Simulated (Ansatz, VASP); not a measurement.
## B2Pb in VASP and in Ansatz

```
CELL_PARAMETERS angstrom
3.08580 0.00000 0.00000
0.00000 3.08580 0.00000
0.00000 0.00000 9.23656
ATOMIC_POSITIONS crystal
B 0.00000 0.00000 0.00000
B 0.50000 0.50000 0.00000
B 0.00000 0.50000 0.09897
B 0.50000 0.00000 0.90103
Pb 0.00000 0.50000 0.66696
Pb 0.50000 0.00000 0.33304
```

Alike in both runs: functional PBE; k mesh 12 × 12 × 4; occupations gaussian, width 0.1 eV; no spin polarisation.

Ansatz relaxed the structure, and its values are those at the end. VASP's run is a single point on that final structure, the one shown.

|  | VASP | Ansatz |
| --- | --- | --- |
| version | VASP 6.6.1 | Ansatz 0.2.0 |
| potentials or method | VASP PAW PBE potentials, release 64 (B, Pb_d), cutoff 520 eV | scalar-relativistic, plane waves, PAW |
| valence electrons in the cell | 40 | 40 |

|  | VASP | Ansatz | Ansatz less VASP |
| --- | --- | --- | --- |
| gap on the k mesh at the Fermi level (eV) | none | none | - |
| pressure (GPa) | 0.0 | 0.0 | +0.05 |

A gap of «none» marks a metal or a gap that the smearing closes.

Spin-orbit coupling is off throughout.
